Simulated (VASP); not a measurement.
# Ag (a cell with a defect) in VASP: notebook

Runs on Ag (a cell with a defect). Level: LDA. Tasks: single point, relaxation of the atoms.

All numbers are computed with VASP 6.6.1; they aren't measurements. Logs are shortened: lines on timing, memory, paths and dates and some standing lists are left out, and cuts for length are marked.

## Step 1: The cell of the first run

The cell holds a defect, 26 atoms: a = 8.489 Å, b = 8.489 Å, c = 8.489 Å, α = 60.00°, β = 60.00°, γ = 60.00°.

## Step 2: Single point, LDA (atoms taken out, then relaxed in part)

INCAR reads:

```
SYSTEM = Ag
  PREC = Accurate
  ENCUT = 520
  EDIFF = 1E-6
  ISMEAR = 0
  SIGMA = 0.1
  LREAL = Auto
  LASPH = .True.
  NELM = 100
  ALGO = Normal
  ISIF = 2
  LWAVE = .False.
  LCHARG = .False.
  GGA = CA
  NBANDS = 162
  LUSENCCL = .False.
```

KPOINTS reads:

```
regular mesh
0
Gamma
  4 4 4
  0 0 0
```

POSCAR reads:

```
Ag
1.0
   -6.0027322707      6.0027322707      0.0000000000
   -6.0027322707      0.0000000000      6.0027322707
    0.0000000000      6.0027322707      6.0027322707
Ag
26
Direct
    0.3294226957      0.0000000000      0.0000000000
    0.0000000000      0.3294226957      0.0000000000
    0.0000000000      0.0000000000      0.3294226957
    0.6705773043      0.0000000000      0.0000000000
    0.3332344536      0.3332344536      0.0002966391
    0.3332344536      0.0002966391      0.3332344536
    0.0000000000      0.6705773043      0.0000000000
    0.0002966391      0.3332344536      0.3332344536
    0.0000000000      0.0000000000      0.6705773043
    0.6705773043      0.3294226957      0.0000000000
    0.6705773043      0.0000000000      0.3294226957
    0.3294226957      0.6705773043      0.0000000000
    0.3332344536      0.3332344536      0.3332344536
    0.3294226957      0.0000000000      0.6705773043
    0.0000000000      0.6705773043      0.3294226957
    0.0000000000      0.3294226957      0.6705773043
    0.6667655464      0.6667655464     -0.0002966391
    0.6673705786      0.3326294214      0.3326294214
    0.6667655464     -0.0002966391      0.6667655464
    0.3326294214      0.6673705786      0.3326294214
    0.3326294214      0.3326294214      0.6673705786
   -0.0002966391      0.6667655464      0.6667655464
    0.6673705786      0.6673705786      0.3326294214
    0.6673705786      0.3326294214      0.6673705786
    0.3326294214      0.6673705786      0.6673705786
    0.6667655464      0.6667655464      0.6667655464
```

Potentials or basis: VASP PAW LDA potentials, release 64 (Ag).

Command:

```sh
$ cat potpaw_LDA.64/Ag/POTCAR > POTCAR
$ mpirun -np 1 vasp_std > vasp.out
```

OUTCAR:

```text
SYSTEM = Ag
   PREC = Accurate
   ENCUT = 520
   EDIFF = 1E-6
   ISMEAR = 0
   LREAL = Auto
   LASPH = .True.
   NELM = 100
   ISIF = 2
   GGA = CA

 ion  position               nearest neighbor table
   1  0.329  0.000  0.000-   2 2.80   3 2.80  12 2.80  14 2.80  20 2.82  21 2.82   5 2.85   6 2.85
                            17 2.85  19 2.85   4 2.90
   2  0.000  0.329  0.000-   1 2.80   3 2.80  10 2.80  16 2.80  18 2.82  21 2.82   5 2.85   8 2.85
                            17 2.85  22 2.85   7 2.90
   3  0.000  0.000  0.329-   1 2.80   2 2.80  11 2.80  15 2.80  18 2.82  20 2.82   6 2.85   8 2.85
                            19 2.85  22 2.85   9 2.90
   4  0.671  0.000  0.000-   7 2.80   9 2.80  10 2.80  11 2.80  23 2.82  24 2.82  17 2.85  19 2.85
                             5 2.85   6 2.85   1 2.90
   5  0.333  0.333  0.000-   6 2.83   8 2.83  13 2.83  21 2.83  24 2.83  25 2.83   1 2.85   2 2.85
                             7 2.85   4 2.85  10 2.85  12 2.85
   6  0.333  0.000  0.333-   5 2.83   8 2.83  13 2.83  20 2.83  23 2.83  25 2.83   1 2.85   3 2.85
                             4 2.85   9 2.85  14 2.85  11 2.85
   7  0.000  0.671  0.000-   4 2.80   9 2.80  12 2.80  15 2.80  23 2.82  25 2.82  17 2.85  22 2.85
                             8 2.85   5 2.85   2 2.90
   8  0.000  0.333  0.333-   5 2.83   6 2.83  13 2.83  18 2.83  23 2.83  24 2.83   2 2.85   3 2.85
                             7 2.85   9 2.85  16 2.85  15 2.85
   9  0.000  0.000  0.671-   4 2.80   7 2.80  14 2.80  16 2.80  24 2.82  25 2.82  19 2.85  22 2.85
[... 21 lines left out ...]
  20  0.333  0.667  0.333-   1 2.82   3 2.82  12 2.82  15 2.82   6 2.83  17 2.83  22 2.83  13 2.83
                            21 2.84  18 2.84  23 2.84  25 2.84
  21  0.333  0.333  0.667-   1 2.82   2 2.82  14 2.82  16 2.82   5 2.83  19 2.83  22 2.83  13 2.83
                            20 2.84  18 2.84  24 2.84  25 2.84
  22  1.000  0.667  0.667-  17 2.83  19 2.83  26 2.83  25 2.83  20 2.83  21 2.83   7 2.85   9 2.85
                             2 2.85   3 2.85  15 2.85  16 2.85
  23  0.667  0.667  0.333-   4 2.82   7 2.82  11 2.82  15 2.82  17 2.83   8 2.83   6 2.83  26 2.83
                            20 2.84  24 2.84  25 2.84  18 2.84
  24  0.667  0.333  0.667-   4 2.82   9 2.82  10 2.82  16 2.82  19 2.83   5 2.83   8 2.83  26 2.83
                            21 2.84  23 2.84  25 2.84  18 2.84
  25  0.333  0.667  0.667-   7 2.82   9 2.82  12 2.82  14 2.82  22 2.83   6 2.83   5 2.83  26 2.83
                            20 2.84  23 2.84  24 2.84  21 2.84
  26  0.667  0.667  0.667-  17 2.83  19 2.83  22 2.83  23 2.83  24 2.83  25 2.83  10 2.85  11 2.85
                            15 2.85  16 2.85  12 2.85  14 2.85

  LATTYP: Found a face centered cubic cell.
 ALAT       =    12.0054645414

  Lattice vectors:

 A1 = (  -6.0027322707,   6.0027322707,   0.0000000000)
 A2 = (  -6.0027322707,   0.0000000000,   6.0027322707)
 A3 = (   0.0000000000,   6.0027322707,   6.0027322707)

Analysis of symmetry for initial positions (statically):
=====================================================================
 Subroutine PRICEL returns:
 Original cell was already a primitive cell.

 Routine SETGRP: Setting up the symmetry group for a
[... 168 lines left out ...]
   IALGO  =     38    algorithm
   IMIX   =      4    mixing-type and parameters
     AMIX     =   0.40;   BMIX     =  1.00
     AMIX_MAG =   1.60;   BMIX_MAG =  1.00
  volume/ion in A,a.u.               =      16.64       112.28
  Fermi-wavevector in a.u.,A,eV,Ry     =   1.426170  2.695070 27.673706  2.033960
  Thomas-Fermi vector in A             =   2.546475
   LORBIT       =      0    0 simple, 1 ext, 2 COOP (PROOUT), +10 PAW based schemes
   GGA     = CA    functional components
   LHFCALC =     F    Hartree Fock is set to
   AEXX    =    0.0000 exact exchange contribution
   IVDW    =     0    specifies the selected vdW correction
   LEPSILON=     F    determine dielectric tensor
   LRPA    =     F    only Hartree local field effects (RPA)
 non-spin polarized calculation
 Gauss-broadening in eV      SIGMA  =   0.10
  energy-cutoff  :      520.00
  volume of cell :      432.59
 maximum number of plane-waves:     11702
   NGX = 31   NGY = 31   NGZ = 31

 number of electron     285.9999992 magnetization

 Free energy of the ion-electron system (eV)
  ---------------------------------------------------
  ext. energy  EPLUGINS =         0.00000000
  ---------------------------------------------------
  free energy    TOTEN  =       -97.07432457 eV

  energy without entropy =      -97.02387081  energy(sigma->0) =      -97.04909769

 E-fermi :   8.4341     XC(G=0): -12.6882

 val. band max:        8.3954477845   @ k =  -0.2500   0.5000   0.2500
 cond. band min:       8.4442912040   @ k =   0.5000   0.5000   0.0000
 fundamental gap:      0.0488434194
 Fermi energy:         8.4341347892

 k-point     1 :       0.0000    0.0000    0.0000
  band No.  band energies     occupation
      1       0.3943      2.00000
      2       1.8682      2.00000
      3       1.8839      2.00000
      4       1.8839      2.00000
      5       1.8839      2.00000
      6       1.9707      2.00000
[... 1253 lines left out ...]
    154      11.0865      0.00000
    155      11.0865      0.00000
 [bands above 155 left out]

------------------------ aborting loop because EDIFF is reached ----------------------------------------

  FORCE on cell =-STRESS in cart. coord.  units (eV):
  Direction    XX          YY          ZZ          XY          YZ          ZX
  --------------------------------------------------------------------------------------
  -------------------------------------------------------------------------------------
  Total       -3.8484227     -3.8484227     -3.8484227     -0.0000000      0.0000000      0.0000000
  in kB      -14.2533330    -14.2533330    -14.2533330     -0.0000000      0.0000000      0.0000000
  external PRESSURE =     -14.2533330 kB  Pullay stress =       0.0000000 kB

 VOLUME and BASIS-vectors are now :
 -----------------------------------------------------------------------------
  energy-cutoff  :      520.00
  volume of cell :      432.59
      direct lattice vectors                 reciprocal lattice vectors
    -6.002732271  6.002732271  0.000000000    -0.083295402  0.083295402 -0.083295402
    -6.002732271  0.000000000  6.002732271    -0.083295402 -0.083295402  0.083295402
     0.000000000  6.002732271  6.002732271     0.083295402  0.083295402  0.083295402

 POSITION                                       TOTAL-FORCE (eV/Angst)
 -----------------------------------------------------------------------------------
     -1.97744      1.97744      0.00000         0.003547     -0.003547     -0.000000
     -1.97744      0.00000      1.97744         0.003547     -0.000000     -0.003547
      0.00000      1.97744      1.97744         0.000000     -0.003547     -0.003547
     -4.02530      4.02530      0.00000        -0.003547      0.003547     -0.000000
     -4.00063      2.00210      2.00210         0.000494      0.000494      0.000494
     -2.00210      4.00063      2.00210        -0.000494     -0.000494      0.000494
[... 18 lines left out ...]
     -6.00273      6.00273      8.01209         0.000000     -0.000000     -0.002039
     -8.00483      8.00483      8.00483        -0.000494      0.000494      0.000494
 -----------------------------------------------------------------------------------
    total drift:                               -0.000000      0.000000      0.000000

  FREE ENERGIE OF THE ION-ELECTRON SYSTEM (eV)
  ---------------------------------------------------
  free  energy   TOTEN  =       -97.0743245689 eV

  energy  without entropy=      -97.0238708089  energy(sigma->0) =      -97.04909769
```

OSZICAR:

```text
N       E                     dE             d eps       ncg     rms          rms(c)
DAV:   1     0.220170364607E+04    0.22017E+04   -0.14861E+05  2600   0.178E+03
DAV:   2    -0.157837836775E+02   -0.22175E+04   -0.21368E+04  2620   0.419E+02
DAV:   3    -0.104116060487E+03   -0.88332E+02   -0.85382E+02  2740   0.846E+01
DAV:   4    -0.105498801637E+03   -0.13827E+01   -0.13774E+01  2750   0.100E+01
DAV:   5    -0.105511515968E+03   -0.12714E-01   -0.12709E-01  2744   0.951E-01    0.315E+01
DAV:   6    -0.974929609920E+02    0.80186E+01   -0.31298E+01  2678   0.192E+01    0.197E+01
DAV:   7    -0.971865399627E+02    0.30642E+00   -0.50205E-01  2720   0.198E+00    0.101E+01
DAV:   8    -0.970745705966E+02    0.11197E+00   -0.29036E-02  2694   0.959E-01    0.332E-01
DAV:   9    -0.970742241507E+02    0.34645E-03   -0.33261E-03  2744   0.462E-01    0.917E-02
DAV:  10    -0.970743194779E+02   -0.95327E-04   -0.56878E-04  2732   0.838E-02    0.398E-02
DAV:  11    -0.970743198973E+02   -0.41939E-06   -0.80703E-05  2736   0.706E-02    0.211E-02
DAV:  12    -0.970743245899E+02   -0.46926E-05   -0.10908E-05  2710   0.182E-02    0.346E-03
DAV:  13    -0.970743245689E+02    0.21008E-07   -0.49298E-07  1464   0.262E-03
   1 F= -.97074325E+02 E0= -.97049098E+02  d E =-.504538E-01
```

stdout:

```text
Offloading initialized ...    1 GPUs detected
 POSCAR found type information on POSCAR Ag
 POSCAR found :  1 types and      26 ions
 scaLAPACK will be used selectively (only on CPU)
 LDA part: xc-table for (Slater(with rela. corr.)+CA(PZ))
 , standard interpolation
 POSCAR, INCAR and KPOINTS ok, starting setup
 FFT: planning ... GRIDC
 FFT: planning ... GRID_SOFT
 FFT: planning ... GRID
 WAVECAR not read
 entering main loop
```

It took 3.1 min on 1 × NVIDIA H100 80GB with 1 thread of AMD EPYC 7R13 (Zen 3), shared host; peak memory 1.6 GiB.

Results:

```yaml
Free_energy: -97.0743 eV
Pressure: -1.4 GPa
Largest_force: 0.005 eV/Å
Band_gap_on_the_k_mesh: zero (bands 143 and 144 overlap by 2.19 eV)
```

Forces on the atoms (eV/Å):
```
Ag   0.004 -0.004  0.000
Ag   0.004  0.000 -0.004
Ag   0.000 -0.004 -0.004
Ag  -0.004  0.004  0.000
Ag   0.000  0.000  0.000
Ag   0.000  0.000  0.000
Ag  -0.004  0.000  0.004
Ag   0.000  0.000  0.000
Ag   0.000  0.004  0.004
Ag   0.000  0.004 -0.004
Ag  -0.004  0.000 -0.004
Ag   0.000 -0.004  0.004
Ag   0.000  0.000  0.000
Ag   0.004  0.000  0.004
Ag  -0.004 -0.004  0.000
Ag   0.004  0.004  0.000
Ag   0.000  0.000  0.000
Ag   0.000  0.000  0.002
Ag   0.000  0.000  0.000
Ag   0.000  0.002  0.000
Ag  -0.002  0.000  0.000
Ag   0.000  0.000  0.000
Ag   0.002  0.000  0.000
Ag   0.000 -0.002  0.000
Ag   0.000  0.000 -0.002
Ag   0.000  0.000  0.000
```

Caveat: the cell differs from its parent crystal (atoms taken out, then relaxed in part).

## Step 3: Relaxation of the atoms, LDA (atoms taken out)

INCAR reads:

```
SYSTEM = Ag
PREC = Accurate ; ENCUT = 520
EDIFF = 1E-6 ; ISMEAR = 0
SIGMA = 0.1 ; LREAL = Auto
LASPH = .TRUE. ; NELM = 60
ALGO = Normal ; ISIF = 2
LWAVE = .FALSE. ; LCHARG = .FALSE.
IBRION = 2 ; NSW = 65
EDIFFG = -0.025 ; LUSENCCL = .FALSE.
```

KPOINTS reads:

```
regular mesh
0
G
  4 4 4
  0 0 0
```

POSCAR reads:

```
Ag
1.0
   -6.0027322707      6.0027322707      0.0000000000
   -6.0027322707      0.0000000000      6.0027322707
    0.0000000000      6.0027322707      6.0027322707
Ag
26
Direct
    0.3333333333      0.0000000000      0.0000000000
    0.0000000000      0.3333333333      0.0000000000
    0.0000000000      0.0000000000      0.3333333333
    0.6666666667      0.0000000000      0.0000000000
    0.3333333333      0.3333333333      0.0000000000
    0.3333333333      0.0000000000      0.3333333333
    0.0000000000      0.6666666667      0.0000000000
    0.0000000000      0.3333333333      0.3333333333
    0.0000000000      0.0000000000      0.6666666667
    0.6666666667      0.3333333333      0.0000000000
    0.6666666667      0.0000000000      0.3333333333
    0.3333333333      0.6666666667      0.0000000000
    0.3333333333      0.3333333333      0.3333333333
    0.3333333333      0.0000000000      0.6666666667
    0.0000000000      0.6666666667      0.3333333333
    0.0000000000      0.3333333333      0.6666666667
    0.6666666667      0.6666666667      0.0000000000
    0.6666666667      0.3333333333      0.3333333333
    0.6666666667      0.0000000000      0.6666666667
    0.3333333333      0.6666666667      0.3333333333
    0.3333333333      0.3333333333      0.6666666667
    0.0000000000      0.6666666667      0.6666666667
    0.6666666667      0.6666666667      0.3333333333
    0.6666666667      0.3333333333      0.6666666667
    0.3333333333      0.6666666667      0.6666666667
    0.6666666667      0.6666666667      0.6666666667
```

Potentials or basis: VASP PAW LDA potentials, release 64 (Ag).

Command:

```sh
$ cat potpaw_LDA.64/Ag/POTCAR > POTCAR
$ mpirun -np 1 vasp_std > vasp.out
```

Run time: 12 min. Hardware: 1 × NVIDIA H100 80GB with 1 thread of AMD EPYC 7R13 (Zen 3), shared host; peak memory 1.7 GiB.

It converged, with:

```yaml
Free_energy: -97.0742 eV
Energy_gained_by_relaxing: 2.2 meV/atom
Ionic_steps: 5
Pressure_after_relaxing: -1.4 GPa
Largest_force_after_relaxing: 0.020 eV/Å
Band_gap_on_the_k_mesh: zero (bands 143 and 144 overlap by 2.19 eV)
```

Forces on the atoms (eV/Å):
```
Ag   0.002 -0.002  0.000
Ag   0.002  0.000 -0.002
Ag   0.000 -0.002 -0.002
Ag  -0.002  0.002  0.000
Ag   0.002  0.002  0.002
Ag  -0.002 -0.002  0.002
Ag  -0.002  0.000  0.002
Ag  -0.002  0.002 -0.002
Ag   0.000  0.002  0.002
Ag   0.000  0.002 -0.002
Ag  -0.002  0.000 -0.002
Ag   0.000 -0.002  0.002
Ag   0.002 -0.002 -0.002
Ag   0.002  0.000  0.002
Ag  -0.002 -0.002  0.000
Ag   0.002  0.002  0.000
Ag  -0.002 -0.002 -0.002
Ag   0.000  0.000  0.020
Ag   0.002  0.002 -0.002
Ag   0.000  0.020  0.000
Ag  -0.020  0.000  0.000
Ag   0.002 -0.002  0.002
Ag   0.020  0.000  0.000
Ag   0.000 -0.020  0.000
Ag   0.000  0.000 -0.020
Ag  -0.002  0.002  0.002
```

Step by step:
| step | energy change (eV) | largest force (eV/Å) | pressure (GPa) |
| --- | --- | --- | --- |
| 1 | 0.0000 | 0.2606 | -1.15 |
| 2 | -0.0344 | 0.1622 | -1.28 |
| 3 | -0.0551 | 0.0412 | -1.40 |
| 4 | -0.0552 | 0.0491 | -1.42 |
| 5 | -0.0559 | 0.0204 | -1.42 |

Final structure:
```xyz
26
Lattice="-6.0027 6.0027 0.0000 -6.0027 0.0000 6.0027 0.0000 6.0027 6.0027" Properties=species:S:1:pos:R:3 pbc="T T T"
Ag   -1.9773    1.9773    0.0000
Ag   -1.9773    0.0000    1.9773
Ag    0.0000    1.9773    1.9773
Ag   -4.0254    4.0254    0.0000
Ag   -4.0008    2.0019    2.0019
Ag   -2.0019    4.0008    2.0019
Ag   -4.0254    0.0000    4.0254
Ag   -2.0019    2.0019    4.0008
Ag    0.0000    4.0254    4.0254
Ag   -6.0027    4.0254    1.9773
Ag   -4.0254    6.0027    1.9773
Ag   -6.0027    1.9773    4.0254
Ag   -4.0008    4.0008    4.0008
Ag   -1.9773    6.0027    4.0254
Ag   -4.0254    1.9773    6.0027
Ag   -1.9773    4.0254    6.0027
Ag   -8.0046   10.0036   10.0036
Ag   -6.0027    6.0027    3.9915
Ag  -10.0036    8.0046   10.0036
Ag   -6.0027    3.9915    6.0027
Ag   -3.9915    6.0027    6.0027
Ag  -10.0036   10.0036    8.0046
Ag   -8.0140    6.0027    6.0027
Ag   -6.0027    8.0140    6.0027
Ag   -6.0027    6.0027    8.0140
Ag   -8.0046    8.0046    8.0046
```

Levels at points of the mesh, in eV from the Fermi level:
| k point | band 140 | band 141 | band 142 | band 143 | band 144 | band 145 | band 146 | band 147 | band 148 | band 149 |
| --- | --- | --- | --- | --- | --- | --- | --- | --- | --- | --- |
| (0.00, 0.00, 0.00) | -2.27 | -2.27 | -1.99 | -1.99 | -1.99 | -1.61 | 3.26 | 3.26 | 3.26 | 3.38 |
| (0.50, 0.00, 0.00) | -0.49 | -0.42 | -0.24 | -0.24 | -0.17 | -0.14 | 1.39 | 1.39 | 1.55 | 1.62 |
| (0.50, 0.50, 0.00) | 0.01 | 0.02 | 0.13 | 0.13 | 0.24 | 0.66 | 0.66 | 0.72 | 0.73 | 0.96 |

Caveat: the cell differs from its parent crystal (atoms taken out).

The gap in the log of VASP goes by the Fermi energy; the results here count the filled bands.